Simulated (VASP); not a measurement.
# SiC (F-43m) in VASP: single point with PBEsol

Aim: the single point of SiC with PBEsol.

All numbers are computed with VASP 6.6.1; they aren't measurements. Logs are shortened: lines on timing, memory, paths and dates and some standing lists are left out, and cuts for length are marked.

**The experiment to reproduce.**

From “Insight into the structural, elastic and electronic properties of a new orthorhombic 6O-SiC polytype”, 2020, pmc:7200658, for a bulk crystal of SiC: band gap 2.4 eV (indirect).

The runs below are set against these values where they give the same quantity.

## (1) The cell of the first run

It takes space group F-43m (No. 216, cubic). The conventional cell has a = 4.348 Å, b = 4.348 Å, c = 4.348 Å, α = 90.00°, β = 90.00°, γ = 90.00°. Within 2.5 Å of Si (site symmetry -43m) lie 4 C at 1.88 Å. C (site symmetry -43m) has 4 Si at 1.88 Å within 2.5 Å.

## (2) Single point, PBEsol

Input file INCAR:

```
PREC = Accurate
ENCUT = 520
EDIFF = 1E-6
ISMEAR = 0
SIGMA = 0.05
LREAL = False
LASPH = True
NELM = 80
ALGO = Normal
ISIF = 2
LWAVE = False
LCHARG = False
GGA = PS
NBANDS = 11
```

Input file KPOINTS:

```
Automatic mesh
0
Gamma
  12 12 12
```

Input file POSCAR:

```
SiC
1.0
    0.0000000000      2.1740000000      2.1740000000
    2.1740000000      0.0000000000      2.1740000000
    2.1740000000      2.1740000000      0.0000000000
Si C
1 1
Direct
    0.0000000000      0.0000000000      0.0000000000
    0.7500000000      0.7500000000      0.7500000000
```

Potentials or basis: VASP PAW PBE potentials, release 64 (Si, C).

Started as:

```bash
$ cat potpaw_PBE.64/Si/POTCAR potpaw_PBE.64/C/POTCAR > POTCAR
$ mpirun -np 1 vasp_std > vasp.out
```

OUTCAR:

```text
PREC = Accurate
   ENCUT = 520
   EDIFF = 1E-6
   ISMEAR = 0
   LREAL = False
   LASPH = True
   NELM = 80
   ISIF = 2
   GGA = PS

 ion  position               nearest neighbor table
   1  0.000  0.000  0.000-   2 1.88   2 1.88   2 1.88   2 1.88
   2  0.750  0.750  0.750-   1 1.88   1 1.88   1 1.88   1 1.88

  LATTYP: Found a face centered cubic cell.
 ALAT       =     4.3480000000

  Lattice vectors:

 A1 = (   0.0000000000,   2.1740000000,   2.1740000000)
 A2 = (   2.1740000000,   0.0000000000,   2.1740000000)
 A3 = (   2.1740000000,   2.1740000000,   0.0000000000)

Analysis of symmetry for initial positions (statically):
=====================================================================
 Subroutine PRICEL returns:
 Original cell was already a primitive cell.

 Routine SETGRP: Setting up the symmetry group for a
 face centered cubic supercell.

 Subroutine GETGRP returns: Found 24 space group operations
 (whereof 24 operations were pure point group operations)
 out of a pool of 48 trial point group operations.

The static configuration has the point symmetry T_d .

Analysis of symmetry for dynamics (positions and initial velocities):
=====================================================================
 Subroutine PRICEL returns:
 Original cell was already a primitive cell.

 Routine SETGRP: Setting up the symmetry group for a
 face centered cubic supercell.

 Subroutine GETGRP returns: Found 24 space group operations
 (whereof 24 operations were pure point group operations)
 out of a pool of 48 trial point group operations.

The dynamic configuration has the point symmetry T_d .

 Subroutine INISYM returns: Found 24 space group operations
 (whereof 24 operations are pure point group operations),
 and found     1 'primitive' translations

----------------------------------------------------------------------------------------

                                     Primitive cell

  volume of cell :      20.5498

  direct lattice vectors                    reciprocal lattice vectors
     0.000000000  2.174000000  2.174000000    -0.229990800  0.229990800  0.229990800
     2.174000000  0.000000000  2.174000000     0.229990800 -0.229990800  0.229990800
     2.174000000  2.174000000  0.000000000     0.229990800  0.229990800 -0.229990800

  length of vectors
     3.074500285  3.074500285  3.074500285     0.398355752  0.398355752  0.398355752

  position of ions in fractional coordinates (direct lattice)
     0.000000000  0.000000000  0.000000000
     0.750000000  0.750000000  0.750000000

  ion indices of the primitive-cell ions
   primitive index   ion index
                 1           1
                 2           2

----------------------------------------------------------------------------------------

 KPOINTS: Automatic mesh

Automatic generation of k-mesh.
 Grid dimensions read from file:
 generate k-points for:   12   12   12

 Generating k-lattice:

  Cartesian coordinates                     Fractional coordinates (reciprocal lattice)
    -0.019165900  0.019165900  0.019165900     0.083333333  0.000000000  0.000000000
     0.019165900 -0.019165900  0.019165900     0.000000000  0.083333333  0.000000000
     0.019165900  0.019165900 -0.019165900     0.000000000  0.000000000  0.083333333

  Length of vectors
     0.033196313  0.033196313  0.033196313

  Shift w.r.t. Gamma in fractional coordinates (k-lattice)
     0.000000000  0.000000000  0.000000000

 Subroutine IBZKPT returns following result:
 ===========================================

 Found     72 irreducible k-points:

 Following reciprocal coordinates:
            Coordinates               Weight
  0.000000  0.000000  0.000000      1.000000
  0.083333  0.000000  0.000000      8.000000
  0.166667  0.000000  0.000000      8.000000
  0.250000  0.000000  0.000000      8.000000
  0.333333  0.000000  0.000000      8.000000
  0.416667  0.000000  0.000000      8.000000
[... 16 lines left out ...]
  0.500000  0.166667  0.000000     24.000000
 -0.416667  0.166667  0.000000     24.000000
 [... further k-points ...]
   k-points           NKPTS =     72   k-points in BZ     NKDIM =     72   number of bands    NBANDS=     11
   number of dos      NEDOS =    301   number of ions     NIONS =      2
   total plane-waves  NPLWV =  13824
   dimension x,y,z NGX =    24 NGY =   24 NGZ =   24
   dimension x,y,z NGXF=    48 NGYF=   48 NGZF=   48
   ions per type =               1   1
   NGX,Y,Z   is equivalent  to a cutoff of  12.98, 12.98, 12.98 a.u.
   NGXF,Y,Z  is equivalent  to a cutoff of  25.95, 25.95, 25.95 a.u.
 SYSTEM =  unknown system
   PREC   = accura    normal or accurate (medium, high low for compatibility)
   ISTART =      0    job   : 0-new  1-cont  2-samecut
   ICHARG =      2    charge: 1-file 2-atom 10-const
   ISPIN  =      1    spin polarized calculation?
   LNONCOLLINEAR =      F non collinear calculations
   LSORBIT =      F    spin-orbit coupling
   LASPH  =      T    aspherical Exc in radial PAW
   ENCUT  =  520.0 eV  38.22 Ry    6.18 a.u.   5.72  5.72  5.72*2*pi/ulx,y,z
   NELM   =     80;   NELMIN=  2; NELMDL= -5     # of ELM steps
   EDIFF  = 0.1E-05   stopping-criterion for ELM
   LREAL  =      F    real-space projection
   EDIFFG = 0.1E-04   stopping-criterion for IOM
   NSW    =      0    number of steps for IOM
   IBRION =     -1    ionic relax: 0-MD 1-quasi-New 2-CG
   NFREE  =      0    steps in history (QN), initial steepest desc. (CG)
   ISIF   =      2    stress and relaxation
   ISYM   =      2    0-nonsym 1-usesym 2-fastsym
   POTIM  = 0.5000    time-step for ionic-motion
   TEBEG  =    0.0;   TEEND  =   0.0 temperature during run
   PSTRESS=    0.0 pullay stress
   NELECT =       8.0000    total number of electrons
   NUPDOWN=      -1.0000    fix difference up-down
   EMIN   =  10.00;   EMAX   =-10.00  energy-range for DOS
   EFERMI =   0.00;   METHOD = LEGACY
   ISMEAR =     0;   SIGMA  =   0.05  broadening in eV -4-tet -1-fermi 0-gaus
   EFERMI_NEDOS =   21; number of points for ismear=-14 and -15
   IALGO  =     38    algorithm
   IMIX   =      4    mixing-type and parameters
     AMIX     =   0.40;   BMIX     =  1.00
     AMIX_MAG =   1.60;   BMIX_MAG =  1.00
  volume/ion in A,a.u.               =      10.27        69.34
  Fermi-wavevector in a.u.,A,eV,Ry     =   1.195369  2.258920 19.441458  1.428907
  Thomas-Fermi vector in A             =   2.331336
   LORBIT       =      0    0 simple, 1 ext, 2 COOP (PROOUT), +10 PAW based schemes
   GGA     = PS    functional components
   LHFCALC =     F    Hartree Fock is set to
   AEXX    =    0.0000 exact exchange contribution
   IVDW    =     0    specifies the selected vdW correction
   LEPSILON=     F    determine dielectric tensor
   LRPA    =     F    only Hartree local field effects (RPA)
 non-spin polarized calculation
 Gauss-broadening in eV      SIGMA  =   0.05
  energy-cutoff  :      520.00
  volume of cell :       20.55
 maximum number of plane-waves:       568
   NGX = 11   NGY = 11   NGZ = 11

 number of electron       8.0000001 magnetization

 Free energy of the ion-electron system (eV)
  ---------------------------------------------------
  ext. energy  EPLUGINS =         0.00000000
  ---------------------------------------------------
  free energy    TOTEN  =       -15.91425875 eV

  energy without entropy =      -15.91425875  energy(sigma->0) =      -15.91425875

 E-fermi :   8.4097     XC(G=0): -11.5347

 val. band max:        8.1339981385   @ k =   0.0000   0.0000   0.0000
 cond. band min:       9.3616174206   @ k =   0.5000   0.5000   0.0000
 fundamental gap:      1.2276192821
 Fermi energy:         8.4097445242

 k-point     1 :       0.0000    0.0000    0.0000
  band No.  band energies     occupation
      1      -7.3445      2.00000
      2       8.1340      2.00000
      3       8.1340      2.00000
      4       8.1340      2.00000
      5      14.4014      0.00000
      6      15.4242      0.00000
      7      15.4242      0.00000
      8      15.4242      0.00000
      9      22.6308      0.00000
     10      22.6308      0.00000
     11      24.5033      0.00000

 k-point     2 :       0.0833    0.0000    0.0000
  band No.  band energies     occupation
      1      -7.2074      2.00000
      2       7.4019      2.00000
      3       8.0382      2.00000
      4       8.0382      2.00000
      5      14.6270      0.00000
      6      15.5883      0.00000
      7      15.6016      0.00000
      8      15.6016      0.00000
      9      21.8569      0.00000
     10      21.8569      0.00000
     11      24.3894      0.00000

 k-point     3 :       0.1667    0.0000    0.0000
  band No.  band energies     occupation
      1      -6.7999      2.00000
      2       5.7452      2.00000
      3       7.8014      2.00000
      4       7.8014      2.00000
      5      14.4758      0.00000
      6      15.9437      0.00000
      7      15.9437      0.00000
      8      16.4916      0.00000
      9      21.0510      0.00000
     10      21.0510      0.00000
     11      23.6466      0.00000

 k-point     4 :       0.2500    0.0000    0.0000
  band No.  band energies     occupation
      1      -6.1363      2.00000
      2       3.8067      2.00000
      3       7.5236      2.00000
      4       7.5236      2.00000
      5      14.1195      0.00000
      6      16.0145      0.00000
      7      16.0145      0.00000
      8      17.4706      0.00000
      9      21.2012      0.00000
     10      21.2012      0.00000
     11      23.1323      0.00000

 k-point     5 :       0.3333    0.0000    0.0000
  band No.  band energies     occupation
      1      -5.2542      2.00000
      2       1.9041      2.00000
      3       7.2850      2.00000
      4       7.2850      2.00000
      5      13.8185      0.00000
      6      15.7323      0.00000
      7      15.7323      0.00000
      8      17.9962      0.00000
      9      22.3803      0.00000
     10      22.3803      0.00000
     11      23.2768      0.00000
[... 211 lines left out ...]
 k-point    21 :       0.3333    0.1667    0.0000
  band No.  band energies     occupation
      1      -5.3966      2.00000
      2       3.3285      2.00000
      3       6.3211      2.00000
      4       6.3708      2.00000
      5      12.9727      0.00000
      6      15.6723      0.00000
      7      17.1082      0.00000
      8      17.7748      0.00000
      9      20.7538      0.00000
     10      24.2496      0.00000
     11      25.8436      0.00000

 k-point    22 :       0.4167    0.1667    0.0000
  band No.  band energies     occupation
      1      -4.4789      2.00000
      2       1.6329      2.00000
      3       5.7980      2.00000
      4       6.2809      2.00000
      5      12.8341      0.00000
      6      16.0164      0.00000
      7      17.3988      0.00000
      8      17.6113      0.00000
      9      21.5611      0.00000
     10      25.4229      0.00000
     11      25.9611      0.00000

 k-point    23 :       0.5000    0.1667    0.0000
  band No.  band energies     occupation
      1      -3.5773      2.00000
      2       0.2833      2.00000
      3       5.3342      2.00000
      4       6.3645      2.00000
      5      12.8883      0.00000
      6      15.9361      0.00000
      7      16.9541      0.00000
      8      18.7664      0.00000
      9      22.0320      0.00000
     10      25.4245      0.00000
     11      26.2611      0.00000

 k-point    24 :      -0.4167    0.1667    0.0000
  band No.  band energies     occupation
      1      -3.3897      2.00000
      2       0.0358      2.00000
      3       5.0154      2.00000
      4       6.6081      2.00000
      5      13.2008      0.00000
      6      15.8426      0.00000
      7      16.6315      0.00000
      8      19.3024      0.00000
      9      22.7640      0.00000
     10      23.5112      0.00000
     11      26.2257      0.00000

 [... further k-points ...]

------------------------ aborting loop because EDIFF is reached ----------------------------------------

  FORCE on cell =-STRESS in cart. coord.  units (eV):
  Direction    XX          YY          ZZ          XY          YZ          ZX
  --------------------------------------------------------------------------------------
  -------------------------------------------------------------------------------------
  Total        0.2208552      0.2208552      0.2208552      0.0000000      0.0000000      0.0000000
  in kB       17.2190625     17.2190625     17.2190625      0.0000000      0.0000000      0.0000000
  external PRESSURE =      17.2190625 kB  Pullay stress =       0.0000000 kB

 VOLUME and BASIS-vectors are now :
 -----------------------------------------------------------------------------
  energy-cutoff  :      520.00
  volume of cell :       20.55
      direct lattice vectors                 reciprocal lattice vectors
     0.000000000  2.174000000  2.174000000    -0.229990800  0.229990800  0.229990800
     2.174000000  0.000000000  2.174000000     0.229990800 -0.229990800  0.229990800
     2.174000000  2.174000000  0.000000000     0.229990800  0.229990800 -0.229990800

 POSITION                                       TOTAL-FORCE (eV/Angst)
 -----------------------------------------------------------------------------------
      0.00000      0.00000      0.00000        -0.000000     -0.000000     -0.000000
      3.26100      3.26100      3.26100         0.000000      0.000000      0.000000
 -----------------------------------------------------------------------------------
    total drift:                               -0.000000     -0.000000     -0.000000

  FREE ENERGIE OF THE ION-ELECTRON SYSTEM (eV)
  ---------------------------------------------------
  free  energy   TOTEN  =       -15.9142587491 eV

  energy  without entropy=      -15.9142587491  energy(sigma->0) =      -15.91425875
```

Run time: 30 s. Hardware: 1 thread of AMD EPYC 7R13, shared host; peak memory 0.11 GiB.

What came out:

```
Free energy            : -15.9143 eV
Pressure               : 1.7 GPa
Band gap on the k mesh : 1.23 eV, indirect (least direct gap 4.45 eV)
```

Levels at points of the mesh, in eV from the valence-band top:
```tsv
k point	band 2	band 3	band 4	band 5	band 6	band 7
(0.00, 0.00, 0.00)	0.00	0.00	0.00	6.27	7.29	7.29
(0.50, 0.00, 0.00)	-8.64	-1.06	-1.06	5.44	7.17	7.17
(0.50, 0.50, 0.00)	-7.86	-3.22	-3.22	1.23	4.22	14.03
```

Caveat: the PAW data sets were made with another functional, which shifts forces and pressure a little.

## (3) Comparison with measurements

Step 2. A measured gap of SiC is 2.4 eV (indirect; quoted in “Insight into the structural, elastic and electronic properties of a new orthorhombic 6O-SiC polytype”, 2020, pmc:7200658); the calculated 1.23 eV misses it by -1.17 eV. The value is that of PBEsol on a finite k mesh, which can miss the band edges, without temperature or zero-point motion. Semilocal functionals fall short of measured gaps as a rule.
